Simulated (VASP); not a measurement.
# Zn16S15 (a cell with a defect) (Wurtzite-2H) in VASP: electric field gradients with PBE

Aim: the electric field gradients of Zn16S15 (a cell with a defect) (Wurtzite-2H) with PBE.

Program: VASP 6.6.1. These are calculated values, not measurements. Logs are shortened: lines on timing, memory, paths and dates and some standing lists are left out, and cuts for length are marked.

## Step 1: The cell of the first run

The cell holds a defect, 31 atoms: a = 7.622 Å, b = 7.622 Å, c = 12.468 Å, α = 90.00°, β = 90.00°, γ = 120.00°.

## Step 2: Electric field gradients, PBE

INCAR reads:

```
PREC = Accurate
ENCUT = 520
EDIFF = 1E-8
ISMEAR = -1
SIGMA = 0.01
LREAL = Auto
LASPH = T
NELM = 100
ALGO = Normal
ISIF = 2
LWAVE = F
LCHARG = F
GGA = PE
LEFG = T
NELECT = 280.0
NBANDS = 162
```

KPOINTS reads:

```
Automatic mesh
0
Gamma
  3 3 2
```

POSCAR reads:

```
Zn16S15
1.0
    7.6220000000      0.0000000000      0.0000000000
   -3.8110000000      6.6008456276      0.0000000000
    0.0000000000      0.0000000000     12.4680000000
Zn S
16 15
Direct
    0.1666666666      0.3333333334      0.0000000000
    0.1666666666      0.3333333334      0.5000000000
    0.1666666666      0.8333333334      0.0000000000
    0.1666666666      0.8333333334      0.5000000000
    0.6666666666      0.3333333334      0.0000000000
    0.6666666666      0.3333333334      0.5000000000
    0.6666666666      0.8333333334      0.0000000000
    0.6666666666      0.8333333334      0.5000000000
    0.3333333334      0.1666666666      0.2500000000
    0.3333333334      0.1666666666      0.7500000000
    0.3333333334      0.6666666666      0.2500000000
    0.3333333334      0.6666666666      0.7500000000
    0.8333333334      0.1666666666      0.2500000000
    0.8333333334      0.1666666666      0.7500000000
    0.8333333334      0.6666666666      0.2500000000
    0.8333333334      0.6666666666      0.7500000000
    0.1666666666      0.3333333334      0.6925000000
    0.1666666666      0.8333333334      0.1925000000
    0.1666666666      0.8333333334      0.6925000000
    0.6666666666      0.3333333334      0.1925000000
    0.6666666666      0.3333333334      0.6925000000
    0.6666666666      0.8333333334      0.1925000000
    0.6666666666      0.8333333334      0.6925000000
    0.3333333334      0.1666666666      0.4425000000
    0.3333333334      0.1666666666      0.9425000000
    0.3333333334      0.6666666666      0.4425000000
    0.3333333334      0.6666666666      0.9425000000
    0.8333333334      0.1666666666      0.4425000000
    0.8333333334      0.1666666666      0.9425000000
    0.8333333334      0.6666666666      0.4425000000
    0.8333333334      0.6666666666      0.9425000000
```

Potentials or basis: VASP PAW PBE potentials, release 64 (Zn, S).

The run is started by

```
> cat potpaw_PBE.64/Zn/POTCAR potpaw_PBE.64/S/POTCAR > POTCAR
> mpirun -np 1 vasp_std > vasp.out
```

OUTCAR:

```text
PREC = Accurate
   ENCUT = 520
   EDIFF = 1E-8
   ISMEAR = -1
   LREAL = Auto
   LASPH = T
   NELM = 100
   ISIF = 2
   GGA = PE
   NELECT = 280.0

 ion  position               nearest neighbor table
   1  0.167  0.333  0.000-  27 2.31  29 2.31  25 2.31
   2  0.167  0.333  0.500-  26 2.31  28 2.31  24 2.31  17 2.40
   3  0.167  0.833  0.000-  25 2.31  31 2.31  27 2.31  18 2.40
   4  0.167  0.833  0.500-  24 2.31  30 2.31  26 2.31  19 2.40
   5  0.667  0.333  0.000-  31 2.31  25 2.31  29 2.31  20 2.40
   6  0.667  0.333  0.500-  30 2.31  24 2.31  28 2.31  21 2.40
   7  0.667  0.833  0.000-  29 2.31  27 2.31  31 2.31  22 2.40
   8  0.667  0.833  0.500-  28 2.31  26 2.31  30 2.31  23 2.40
   9  0.333  0.167  0.250-  18 2.31  20 2.31  24 2.40
  10  0.333  0.167  0.750-  19 2.31  21 2.31  17 2.31  25 2.40
  11  0.333  0.667  0.250-  22 2.31  18 2.31  26 2.40
  12  0.333  0.667  0.750-  17 2.31  23 2.31  19 2.31  27 2.40
  13  0.833  0.167  0.250-  22 2.31  20 2.31  28 2.40
  14  0.833  0.167  0.750-  23 2.31  17 2.31  21 2.31  29 2.40
  15  0.833  0.667  0.250-  20 2.31  18 2.31  22 2.31  30 2.40
  16  0.833  0.667  0.750-  21 2.31  19 2.31  23 2.31  31 2.40
  17  0.167  0.333  0.693-  12 2.31  14 2.31  10 2.31   2 2.40
  18  0.167  0.833  0.193-   9 2.31  15 2.31  11 2.31   3 2.40
  19  0.167  0.833  0.693-  10 2.31  16 2.31  12 2.31   4 2.40
[... 10 lines left out ...]
  30  0.833  0.667  0.443-   6 2.31   4 2.31   8 2.31  15 2.40
  31  0.833  0.667  0.943-   5 2.31   3 2.31   7 2.31  16 2.40

  LATTYP: Found a hexagonal cell.
 ALAT       =     7.6220000000
 C/A-ratio  =     1.6357911309

  Lattice vectors:

 A1 = (   7.6220000000,   0.0000000000,   0.0000000000)
 A2 = (  -3.8110000000,   6.6008456276,   0.0000000000)
 A3 = (   0.0000000000,   0.0000000000,  12.4680000000)

Analysis of symmetry for initial positions (statically):
=====================================================================
 Subroutine PRICEL returns:
 Original cell was already a primitive cell.

 Routine SETGRP: Setting up the symmetry group for a
 hexagonal supercell.

 Subroutine GETGRP returns: Found  6 space group operations
 (whereof  2 operations were pure point group operations)
 out of a pool of 24 trial point group operations.

The static configuration has the point symmetry C_1h.
 The point group associated with its full space group is C_3v.

[... 1140 lines left out ...]
  FORCE on cell =-STRESS in cart. coord.  units (eV):
  Direction    XX          YY          ZZ          XY          YZ          ZX
  --------------------------------------------------------------------------------------
  -------------------------------------------------------------------------------------
  Total       -4.8963352     -4.8963352    -15.0747803      0.0000000      0.0000000      0.0000000
  in kB      -12.5059421    -12.5059421    -38.5031499      0.0000000      0.0000000      0.0000000
  external PRESSURE =     -21.1716780 kB  Pullay stress =       0.0000000 kB

 VOLUME and BASIS-vectors are now :
 -----------------------------------------------------------------------------
  energy-cutoff  :      520.00
  volume of cell :      627.29
      direct lattice vectors                 reciprocal lattice vectors
     7.622000000  0.000000000  0.000000000     0.131199160  0.075747871  0.000000000
    -3.811000000  6.600845628  0.000000000     0.000000000  0.151495741  0.000000000
     0.000000000  0.000000000 12.468000000     0.000000000  0.000000000  0.080205326

 POSITION                                       TOTAL-FORCE (eV/Angst)
 -----------------------------------------------------------------------------------
     -0.00000      2.20028      0.00000        -0.000000     -0.000000     -1.125518
     -0.00000      2.20028      6.23400        -0.000000     -0.000000      0.608829
     -1.90550      5.50070      0.00000        -0.112471     -0.064935      0.082554
     -1.90550      5.50070      6.23400        -0.197670     -0.114125      0.397956
      3.81100      2.20028      0.00000        -0.000000      0.129871      0.082554
      3.81100      2.20028      6.23400         0.000000      0.228249      0.397956
[... 23 lines left out ...]
      3.81100      4.40056      5.51709        -0.000000     -0.000000     -0.428510
      3.81100      4.40056     11.75109        -0.000000     -0.000000     -0.228386
 -----------------------------------------------------------------------------------
    total drift:                                0.000002     -0.000006      0.035267

  FREE ENERGIE OF THE ION-ELECTRON SYSTEM (eV)
  ---------------------------------------------------
  free  energy   TOTEN  =      -106.3108155478 eV

  energy  without entropy=     -106.3080797588  energy(sigma->0) =     -106.30944765

 Electric field gradients (V/A^2)
---------------------------------------------------------------------
 ion       V_xx      V_yy      V_zz      V_xy      V_xz      V_yz
---------------------------------------------------------------------
   1     -63.579   -63.580   127.159    -0.001     0.000    -0.000
   2      -7.473    -7.474    14.946    -0.001     0.000    -0.000
   3     -13.730   -11.119    24.849    -2.262    -1.805    -1.042
   4      -9.648    -6.421    16.069    -2.796    -1.981    -1.144
   5      -9.813   -15.036    24.849    -0.001     0.000     2.084
   6      -4.806   -11.263    16.069    -0.001     0.000     2.288
[... 23 lines left out ...]
  30       1.293     1.292    -2.585    -0.000     0.000    -0.000
  31       4.117     4.117    -8.234    -0.000     0.000    -0.000
---------------------------------------------------------------------

 Electric field gradients after diagonalization (V/A^2)
 (convention: |V_zz| > |V_xx| > |V_yy|)
----------------------------------------------------------------------
 ion       V_xx      V_yy      V_zz     asymmetry (V_yy - V_xx)/ V_zz
----------------------------------------------------------------------
   1     -63.580   -63.579   127.159       0.000
   2      -7.474    -7.472    14.946       0.000
   3     -15.145    -9.813    24.958       0.214
   4     -11.453    -4.806    16.260       0.409
   5     -15.145    -9.813    24.958       0.214
   6     -11.453    -4.806    16.260       0.409
[... 23 lines left out ...]
  30       1.293     1.292    -2.585       0.000
  31       4.117     4.116    -8.234       0.000
----------------------------------------------------------------------

           NMR quadrupolar parameters

 Cq : quadrupolar parameter    Cq=e*Q*V_zz/h
 eta: asymmetry parameters     (V_yy - V_xx)/ V_zz
 Q  : nuclear electric quadrupole moment in mb (millibarn)
----------------------------------------------------------------------
 ion       Cq(MHz)       eta       Q (mb)
----------------------------------------------------------------------
   1       0.307       0.000       1.000
   2       0.036       0.000       1.000
   3       0.060       0.214       1.000
   4       0.039       0.409       1.000
   5       0.060       0.214       1.000
   6       0.039       0.409       1.000
[... 23 lines left out ...]
  30      -0.006       0.000       1.000
  31      -0.020       0.000       1.000
----------------------------------------------------------------------
```

OSZICAR:

```text
N       E                     dE             d eps       ncg     rms          rms(c)
DAV:   1     0.276796255429E+04    0.27680E+04   -0.12249E+05  1944   0.208E+03
DAV:   2     0.437929488941E+03   -0.23300E+04   -0.22644E+04  1944   0.529E+02
DAV:   3    -0.628806526884E+02   -0.50081E+03   -0.48027E+03  2080   0.203E+02
[... 17 lines left out ...]
DAV:  21    -0.106310815447E+03   -0.95137E-07   -0.17451E-07  2184   0.304E-03    0.166E-03
DAV:  22    -0.106310815549E+03   -0.10268E-06   -0.41364E-08  2000   0.182E-03    0.718E-04
DAV:  23    -0.106310815576E+03   -0.27165E-07   -0.47514E-08  1712   0.152E-03    0.595E-04
DAV:  24    -0.106310815557E+03    0.19485E-07   -0.10792E-08  1264   0.828E-04    0.285E-04
DAV:  25    -0.106310815548E+03    0.91713E-08   -0.33676E-09  1152   0.336E-04
   1 F= -.10631082E+03 E0= -.10630945E+03  d E =-.273579E-02
```

Run time: 25 min. Hardware: 1 thread of AMD EPYC 9R45 (Zen 5), shared host; peak memory 0.88 GiB.

Results:

```yaml
Free_energy: -106.3108 eV
Largest_force: 1.398 eV/Å
```

Forces in eV/Å, atoms in the order of the input:
```
Zn   0.000  0.000 -1.126
Zn   0.000  0.000  0.609
Zn  -0.112 -0.065  0.083
Zn  -0.198 -0.114  0.398
Zn   0.000  0.130  0.083
Zn   0.000  0.228  0.398
Zn   0.112 -0.065  0.083
Zn   0.198 -0.114  0.398
Zn   0.885 -0.511  0.954
Zn  -0.072  0.041  0.062
Zn   0.000  1.022  0.954
Zn   0.000 -0.083  0.062
Zn  -0.885 -0.511  0.954
Zn   0.072  0.041  0.062
Zn   0.000  0.000  0.643
Zn   0.000  0.000  0.297
S    0.000  0.000 -0.334
S   -0.201 -0.116 -0.513
S    0.069  0.040 -0.324
S    0.000  0.233 -0.513
S    0.000 -0.080 -0.324
S    0.201 -0.116 -0.513
S   -0.069  0.040 -0.324
S   -0.302  0.174 -0.802
S   -0.173  0.100  0.331
S    0.000 -0.349 -0.802
S    0.000 -0.200  0.331
S    0.302  0.174 -0.802
S    0.173  0.100  0.331
S    0.000  0.000 -0.429
S    0.000  0.000 -0.228
```

Levels at points of the mesh, in eV from the Fermi level:
| k point | band 137 | band 138 | band 139 | band 140 | band 141 | band 142 | band 143 | band 144 |
| --- | --- | --- | --- | --- | --- | --- | --- | --- |
| (0.00, 0.00, 0.00) | -0.44 | -0.44 | -0.25 | 0.01 | 0.01 | 2.43 | 2.63 | 3.16 |
| (0.00, 0.00, 0.50) | -0.37 | -0.37 | -0.13 | -0.01 | -0.01 | 2.19 | 3.12 | 3.12 |

Electric field gradients, principal values (V/Å²):
| atom | least | middle | greatest (by size) |
| --- | --- | --- | --- |
| 1 Zn | -63.579 | -63.580 | 127.159 |
| 2 Zn | -7.472 | -7.474 | 14.946 |
| 3 Zn | -9.813 | -15.145 | 24.958 |
| 4 Zn | -4.806 | -11.453 | 16.260 |
| 5 Zn | -9.813 | -15.145 | 24.958 |
| 6 Zn | -4.806 | -11.453 | 16.260 |
| 7 Zn | -9.814 | -15.143 | 24.958 |
| 8 Zn | -4.808 | -11.452 | 16.260 |
| 9 Zn | -49.779 | -61.995 | 111.775 |
| 10 Zn | -13.583 | -14.924 | 28.507 |
| 11 Zn | -49.779 | -61.994 | 111.774 |
| 12 Zn | -13.581 | -14.926 | 28.507 |
| 13 Zn | -49.779 | -61.994 | 111.774 |
| 14 Zn | -13.581 | -14.926 | 28.507 |
| 15 Zn | -4.416 | -4.418 | 8.834 |
| 16 Zn | -8.672 | -8.674 | 17.347 |
| 17 S | 2.950 | 2.951 | -5.901 |
| 18 S | -22.395 | -44.181 | 66.576 |
| 19 S | 0.370 | 1.168 | -1.538 |
| 20 S | -22.395 | -44.181 | 66.576 |
| 21 S | 0.370 | 1.168 | -1.538 |
| 22 S | -22.394 | -44.181 | 66.575 |
| 23 S | 0.369 | 1.168 | -1.537 |
| 24 S | -21.554 | -23.456 | 45.011 |
| 25 S | -17.094 | -22.336 | 39.429 |
| 26 S | -21.555 | -23.455 | 45.010 |
| 27 S | -17.093 | -22.336 | 39.429 |
| 28 S | -21.555 | -23.455 | 45.010 |
| 29 S | -17.093 | -22.336 | 39.429 |
| 30 S | 1.292 | 1.293 | -2.585 |
| 31 S | 4.116 | 4.117 | -8.234 |

Caveat: the cell carries a net charge on a neutralising background, which shifts energy and pressure; the cell is charged against a uniform background, so pressure and absolute levels hang on convention; without QUAD_EFG the Cq values of the log hold for a quadrupole moment of 1 mb, not for the nuclei.
